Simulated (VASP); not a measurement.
# NaCl (Pm-3m) in VASP: single point with r2SCAN

Aim: the single point of NaCl with r2SCAN.

Program: VASP 6.6.1. These are calculated values, not measurements. Logs are shortened: lines on timing, memory, paths and dates and some standing lists are left out, and cuts for length are marked.

## 1. The cell of the first run

It takes space group Pm-3m (No. 221, cubic). The conventional cell has a = 3.527 Å, b = 3.527 Å, c = 3.527 Å, α = 90.00°, β = 90.00°, γ = 90.00°. Na (site symmetry m-3m) has 8 Cl at 3.05 Å and 6 Na at 3.53 Å within 4.0 Å. Within 4.0 Å of Cl (site symmetry m-3m) lie 8 Na at 3.05 Å and 6 Cl at 3.53 Å.

## 2. Single point, r2SCAN (21.94 Å³/atom)

Contents of POSCAR:

```
NaCl
1.0
    3.5273972931      0.0000000000      0.0000000000
    0.0000000000      3.5273972931      0.0000000000
    0.0000000000      0.0000000000      3.5273972931
Na Cl
1 1
Direct
    0.0000000000      0.0000000000      0.0000000000
    0.5000000000      0.5000000000      0.5000000000
```

Contents of INCAR.step1:

```
PREC = Accurate ; ENCUT = 1250
ISMEAR = 0 ; SIGMA = 0.01
LREAL = F ; LASPH = T
NELM = 120 ; NBANDS = 15
GGA = PE ; ALGO = Normal
EDIFF = 1E-5 ; LWAVE = T
LCHARG = F ; GGA_COMPAT = F
```

Contents of INCAR.step2:

```
PREC = Accurate ; ENCUT = 1250
EDIFF = 1E-6 ; ISMEAR = 0
SIGMA = 0.01 ; LREAL = F
LASPH = T ; NELM = 120
ALGO = Normal ; ISIF = 2
LWAVE = F ; LCHARG = F
METAGGA = R2SCAN ; LMIXTAU = T
NBANDS = 15 ; ISTART = 1
GGA_COMPAT = F
```

Contents of KPOINTS:

```
Automatic mesh
0
Gamma
  6 6 6
```

Potentials or basis: VASP PAW PBE potentials, release 64 (Na_sv, Cl).

Run with:

```console
cat potpaw_PBE.64/Na_sv/POTCAR potpaw_PBE.64/Cl/POTCAR > POTCAR
cp INCAR.step1 INCAR
mpirun -np 1 vasp_std > vasp.out
cp INCAR.step2 INCAR
mpirun -np 1 vasp_std > vasp.out
```

OUTCAR:

```text
PREC = Accurate
   ENCUT = 1250
   EDIFF = 1E-6
   ISMEAR = 0
   LREAL = F
   LASPH = T
   NELM = 120
   ISIF = 2
   METAGGA = R2SCAN
   ISTART = 1

 ion  position               nearest neighbor table
   1  0.000  0.000  0.000-
   2  0.500  0.500  0.500-

  LATTYP: Found a simple cubic cell.
 ALAT       =     3.5273972931

  Lattice vectors:

 A1 = (   3.5273972931,   0.0000000000,   0.0000000000)
 A2 = (   0.0000000000,   3.5273972931,   0.0000000000)
 A3 = (   0.0000000000,   0.0000000000,   3.5273972931)

Analysis of symmetry for initial positions (statically):
=====================================================================
 Subroutine PRICEL returns:
 Original cell was already a primitive cell.

 Routine SETGRP: Setting up the symmetry group for a
 simple cubic supercell.

 Subroutine GETGRP returns: Found 48 space group operations
 (whereof 48 operations were pure point group operations)
 out of a pool of 48 trial point group operations.

The static configuration has the point symmetry O_h .

Analysis of symmetry for dynamics (positions and initial velocities):
=====================================================================
 Subroutine PRICEL returns:
 Original cell was already a primitive cell.

 Routine SETGRP: Setting up the symmetry group for a
 simple cubic supercell.

 Subroutine GETGRP returns: Found 48 space group operations
 (whereof 48 operations were pure point group operations)
 out of a pool of 48 trial point group operations.

The dynamic configuration has the point symmetry O_h .

 Subroutine INISYM returns: Found 48 space group operations
 (whereof 48 operations are pure point group operations),
 and found     1 'primitive' translations

----------------------------------------------------------------------------------------

                                     Primitive cell

  volume of cell :      43.8898

  direct lattice vectors                    reciprocal lattice vectors
     3.527397293  0.000000000  0.000000000     0.283495143  0.000000000  0.000000000
     0.000000000  3.527397293  0.000000000     0.000000000  0.283495143  0.000000000
     0.000000000  0.000000000  3.527397293     0.000000000  0.000000000  0.283495143

  length of vectors
     3.527397293  3.527397293  3.527397293     0.283495143  0.283495143  0.283495143

  position of ions in fractional coordinates (direct lattice)
     0.000000000  0.000000000  0.000000000
     0.500000000  0.500000000  0.500000000

  ion indices of the primitive-cell ions
   primitive index   ion index
                 1           1
                 2           2

----------------------------------------------------------------------------------------

 KPOINTS: Automatic mesh

Automatic generation of k-mesh.
 Grid dimensions read from file:
 generate k-points for:    6    6    6

 Generating k-lattice:

  Cartesian coordinates                     Fractional coordinates (reciprocal lattice)
     0.047249190  0.000000000  0.000000000     0.166666667  0.000000000  0.000000000
     0.000000000  0.047249190  0.000000000     0.000000000  0.166666667  0.000000000
     0.000000000  0.000000000  0.047249190     0.000000000  0.000000000  0.166666667

  Length of vectors
     0.047249190  0.047249190  0.047249190

  Shift w.r.t. Gamma in fractional coordinates (k-lattice)
     0.000000000  0.000000000  0.000000000

 Subroutine IBZKPT returns following result:
 ===========================================

 Found     20 irreducible k-points:

 Following reciprocal coordinates:
            Coordinates               Weight
  0.000000  0.000000  0.000000      1.000000
  0.166667  0.000000  0.000000      6.000000
  0.333333  0.000000  0.000000      6.000000
  0.500000  0.000000  0.000000      3.000000
  0.166667  0.166667  0.000000     12.000000
  0.333333  0.166667  0.000000     24.000000
[... 12 lines left out ...]
  0.500000  0.500000  0.333333      6.000000
  0.500000  0.500000  0.500000      1.000000
   k-points           NKPTS =     20   k-points in BZ     NKDIM =     20   number of bands    NBANDS=     15
   number of dos      NEDOS =    301   number of ions     NIONS =      2
   total plane-waves  NPLWV =  74088
   dimension x,y,z NGX =    42 NGY =   42 NGZ =   42
   dimension x,y,z NGXF=    84 NGYF=   84 NGZF=   84
   ions per type =               1   1
   NGX,Y,Z   is equivalent  to a cutoff of  19.79, 19.79, 19.79 a.u.
   NGXF,Y,Z  is equivalent  to a cutoff of  39.59, 39.59, 39.59 a.u.
 SYSTEM =  unknown system
   PREC   = accura    normal or accurate (medium, high low for compatibility)
   ISTART =      1    job   : 0-new  1-cont  2-samecut
   ICHARG =      0    charge: 1-file 2-atom 10-const
   ISPIN  =      1    spin polarized calculation?
   LNONCOLLINEAR =      F non collinear calculations
   LSORBIT =      F    spin-orbit coupling
   LASPH  =      T    aspherical Exc in radial PAW
   ENCUT  = 1250.0 eV  91.87 Ry    9.59 a.u.  10.17 10.17 10.17*2*pi/ulx,y,z
   NELM   =    120;   NELMIN=  2; NELMDL=  0     # of ELM steps
   EDIFF  = 0.1E-05   stopping-criterion for ELM
   LREAL  =      F    real-space projection
[... 7 lines left out ...]
   TEBEG  =    0.0;   TEEND  =   0.0 temperature during run
   PSTRESS=    0.0 pullay stress
   NELECT =      16.0000    total number of electrons
   NUPDOWN=      -1.0000    fix difference up-down
   EMIN   =  10.00;   EMAX   =-10.00  energy-range for DOS
   EFERMI =   0.00;   METHOD = LEGACY
   ISMEAR =     0;   SIGMA  =   0.01  broadening in eV -4-tet -1-fermi 0-gaus
   EFERMI_NEDOS =   21; number of points for ismear=-14 and -15
   IALGO  =     38    algorithm
   IMIX   =      4    mixing-type and parameters
     AMIX     =   0.40;   BMIX     =  1.00
     AMIX_MAG =   1.60;   BMIX_MAG =  1.00
  volume/ion in A,a.u.               =      21.94       148.09
  Fermi-wavevector in a.u.,A,eV,Ry     =   1.169483  2.210002 18.608547  1.367690
  Thomas-Fermi vector in A             =   2.305955
   LORBIT       =      0    0 simple, 1 ext, 2 COOP (PROOUT), +10 PAW based schemes
   METAGGA = R2SCAN    functional components
   LHFCALC =     F    Hartree Fock is set to
   AEXX    =    0.0000 exact exchange contribution
   IVDW    =     0    specifies the selected vdW correction
   LEPSILON=     F    determine dielectric tensor
   LRPA    =     F    only Hartree local field effects (RPA)
 non-spin polarized calculation
 Gauss-broadening in eV      SIGMA  =   0.01
  energy-cutoff  :     1250.00
  volume of cell :       43.89
 maximum number of plane-waves:      4436
 NGX is ok and might be reduce to    42
   NGX = 21   NGY = 21   NGZ = 21

 number of electron      15.9999998 magnetization

 Free energy of the ion-electron system (eV)
  ---------------------------------------------------
  ext. energy  EPLUGINS =         0.00000000
  ---------------------------------------------------
  free energy    TOTEN  =       -13.43981886 eV

  energy without entropy =      -13.43981886  energy(sigma->0) =      -13.43981886

 E-fermi :   0.3102     XC(G=0):  -8.6545

 val. band max:        0.1161176012   @ k =   0.5000   0.5000   0.0000
 cond. band min:       4.8209232943   @ k =   0.0000   0.0000   0.0000
 fundamental gap:      4.7048056932
 Fermi energy:         0.3102312795

 k-point     1 :       0.0000    0.0000    0.0000
  band No.  band energies     occupation
      1     -52.3076      2.00000
      2     -22.7073      2.00000
      3     -22.7073      2.00000
      4     -22.7073      2.00000
      5     -13.7714      2.00000
      6      -0.3717      2.00000
      7      -0.3717      2.00000
      8      -0.3717      2.00000
      9       4.8209      0.00000
     10       9.3859      0.00000
     11       9.3859      0.00000
     12      16.8022      0.00000
     13      16.8143      0.00000
     14      16.8143      0.00000
     15      16.8143      0.00000

 k-point     2 :       0.1667    0.0000    0.0000
  band No.  band energies     occupation
      1     -52.3073      2.00000
      2     -22.7161      2.00000
      3     -22.7065      2.00000
      4     -22.7065      2.00000
      5     -13.6904      2.00000
      6      -1.1223      2.00000
      7      -0.3154      2.00000
      8      -0.3154      2.00000
      9       5.5276      0.00000
     10       9.6957      0.00000
     11       9.9135      0.00000
     12      14.7900      0.00000
     13      14.7900      0.00000
     14      16.1824      0.00000
     15      17.0054      0.00000

 k-point     3 :       0.3333    0.0000    0.0000
  band No.  band energies     occupation
      1     -52.3067      2.00000
      2     -22.7335      2.00000
      3     -22.7050      2.00000
      4     -22.7050      2.00000
      5     -13.5196      2.00000
      6      -2.2690      2.00000
      7      -0.1985      2.00000
      8      -0.1985      2.00000
      9       6.8117      0.00000
     10      10.1180      0.00000
     11      10.5691      0.00000
     12      13.2527      0.00000
     13      13.2527      0.00000
     14      15.2563      0.00000
     15      16.9209      0.00000

 k-point     4 :       0.5000    0.0000    0.0000
  band No.  band energies     occupation
      1     -52.3064      2.00000
      2     -22.7422      2.00000
      3     -22.7042      2.00000
      4     -22.7042      2.00000
      5     -13.4294      2.00000
      6      -2.7496      2.00000
      7      -0.1377      2.00000
      8      -0.1377      2.00000
      9       7.7262      0.00000
     10       9.4667      0.00000
     11      11.3885      0.00000
     12      12.6901      0.00000
     13      12.6901      0.00000
     14      13.7910      0.00000
     15      17.7950      0.00000
[... 235 lines left out ...]
 k-point    18 :       0.5000    0.3333    0.3333
  band No.  band energies     occupation
      1     -52.3047      2.00000
      2     -22.7324      2.00000
      3     -22.7243      2.00000
      4     -22.7235      2.00000
      5     -13.0371      2.00000
      6      -1.9467      2.00000
      7      -1.4547      2.00000
      8      -1.3733      2.00000
      9       7.6617      0.00000
     10       8.4368      0.00000
     11       9.0072      0.00000
     12      14.2779      0.00000
     13      14.8485      0.00000
     14      15.0323      0.00000
     15      16.2688      0.00000

 k-point    19 :       0.5000    0.5000    0.3333
  band No.  band energies     occupation
      1     -52.3044      2.00000
      2     -22.7311      2.00000
      3     -22.7311      2.00000
      4     -22.7228      2.00000
      5     -12.9672      2.00000
      6      -1.8179      2.00000
      7      -1.8179      2.00000
      8      -1.3114      2.00000
      9       7.3617      0.00000
     10       8.4822      0.00000
     11       8.4822      0.00000
     12      13.9447      0.00000
     13      14.8117      0.00000
     14      16.5602      0.00000
     15      16.5602      0.00000

 k-point    20 :       0.5000    0.5000    0.5000
  band No.  band energies     occupation
      1     -52.3041      2.00000
      2     -22.7299      2.00000
      3     -22.7299      2.00000
      4     -22.7299      2.00000
      5     -12.8971      2.00000
      6      -1.7083      2.00000
      7      -1.7083      2.00000
      8      -1.7083      2.00000
      9       7.8530      0.00000
     10       7.8530      0.00000
     11       7.8530      0.00000
     12      12.8714      0.00000
     13      17.0202      0.00000
     14      17.0202      0.00000
     15      17.0202      0.00000

------------------------ aborting loop because EDIFF is reached ----------------------------------------

  FORCE on cell =-STRESS in cart. coord.  units (eV):
  Direction    XX          YY          ZZ          XY          YZ          ZX
  --------------------------------------------------------------------------------------
  -------------------------------------------------------------------------------------
  Total       -0.4227900     -0.4227900     -0.4227900     -0.0000000     -0.0000000      0.0000000
  in kB      -15.4337736    -15.4337736    -15.4337736     -0.0000000     -0.0000000      0.0000000
  external PRESSURE =     -15.4337736 kB  Pullay stress =       0.0000000 kB

 VOLUME and BASIS-vectors are now :
 -----------------------------------------------------------------------------
  energy-cutoff  :     1250.00
  volume of cell :       43.89
      direct lattice vectors                 reciprocal lattice vectors
     3.527397293  0.000000000  0.000000000     0.283495143  0.000000000  0.000000000
     0.000000000  3.527397293  0.000000000     0.000000000  0.283495143  0.000000000
     0.000000000  0.000000000  3.527397293     0.000000000  0.000000000  0.283495143

 POSITION                                       TOTAL-FORCE (eV/Angst)
 -----------------------------------------------------------------------------------
      0.00000      0.00000      0.00000         0.000000      0.000000      0.000000
      1.76370      1.76370      1.76370         0.000000      0.000000      0.000000
 -----------------------------------------------------------------------------------
    total drift:                                0.000000     -0.000000     -0.000000

  FREE ENERGIE OF THE ION-ELECTRON SYSTEM (eV)
  ---------------------------------------------------
  free  energy   TOTEN  =       -13.4398188565 eV

  energy  without entropy=      -13.4398188565  energy(sigma->0) =      -13.43981886
```

Wall time 94 s (1 thread of Intel Xeon Platinum 8488C (Sapphire Rapids), shared host); peak memory 0.29 GiB.

What came out:

- Free energy: -13.4398 eV
- Pressure: -1.5 GPa
- Band gap on the k mesh: 4.70 eV (least direct gap 5.19 eV)

Levels at points of the mesh, in eV from the valence-band top:
```
           k point  band 4  band 5  band 6  band 7  band 8  band 9  band 10  band 11  band 12  band 13
(0.00, 0.00, 0.00)  -22.82  -13.89   -0.49   -0.49   -0.49    4.70     9.27     9.27    16.69    16.70
(0.50, 0.00, 0.00)  -22.82  -13.55   -2.87   -0.25   -0.25    7.61     9.35    11.27    12.57    12.57
(0.50, 0.50, 0.00)  -22.82  -13.28   -2.23   -2.23    0.00    6.24    10.66    11.77    11.77    13.32
(0.50, 0.50, 0.50)  -22.85  -13.01   -1.82   -1.82   -1.82    7.74     7.74     7.74    12.76    16.90
```

Caveat: the structure was generated, so it needn't be the stable form of NaCl; the PAW data sets were made with another functional, which shifts forces and pressure a little. A k mesh can miss the band edges.
